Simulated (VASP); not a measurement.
Wanted: the native input for a VASP 6.6.1 run.

```
Task                   : single point
Functional             : revPBE
Potentials or basis    : VASP PAW PBE potentials, release 64 (Ga_d)
Cutoff                 : 520 eV
k mesh                 : 9 × 9 × 12
Occupations            : fermi-dirac, width 0.1 eV
Spin                   : no spin polarisation
Dipole correction      : no
Further INCAR settings : ALGO = Normal; EDIFF = 1e-06; NBANDS = 26
```

The structure of Ga lies in POSCAR:

```
Ga
1.0
    4.9309194018      0.0000000000      0.0000000000
   -2.4654597009      4.2703014660      0.0000000000
    0.0000000000      0.0000000000      3.1657621058
Ga
3
Direct
    0.0000000000      0.0000000000      0.0000000000
    0.3333333333      0.6666666667      0.5000000000
    0.6666666667      0.3333333333      0.5000000000
```

This isn't the form of Ga at room conditions, which is orthorhombic.

These files were run (other wordings do the same):

INCAR

```
SYSTEM = Ga
PREC = Accurate
ENCUT = 520
EDIFF = 1E-6
ISMEAR = -1
SIGMA = 0.1
LREAL = .False.
LASPH = .True.
NELM = 100
ALGO = Normal
ISIF = 2
LWAVE = .False.
LCHARG = .True.
GGA = RE
LELF = .True.
LVHAR = .True.
NBANDS = 26
```

KPOINTS

```
regular mesh
0
Gamma
  9 9 12
  0 0 0
```

Potentials or basis: VASP PAW PBE potentials, release 64 (Ga_d).

Launch:

```bash
$ cat potpaw_PBE.64/Ga_d/POTCAR > POTCAR
$ mpirun -np 1 vasp_std > vasp.out
```

It gave:

- Pressure: -3.3 GPa
- Band gap on the k mesh: zero (an odd number of electrons rules out a gap without spin polarisation)

Caveat: the cell stands under tension; the PAW data sets were made with another functional, which shifts forces and pressure a little.

Wall time 3.1 min on 1 thread of AMD EPYC 7R13, on a shared host, peak memory 0.25 GiB.
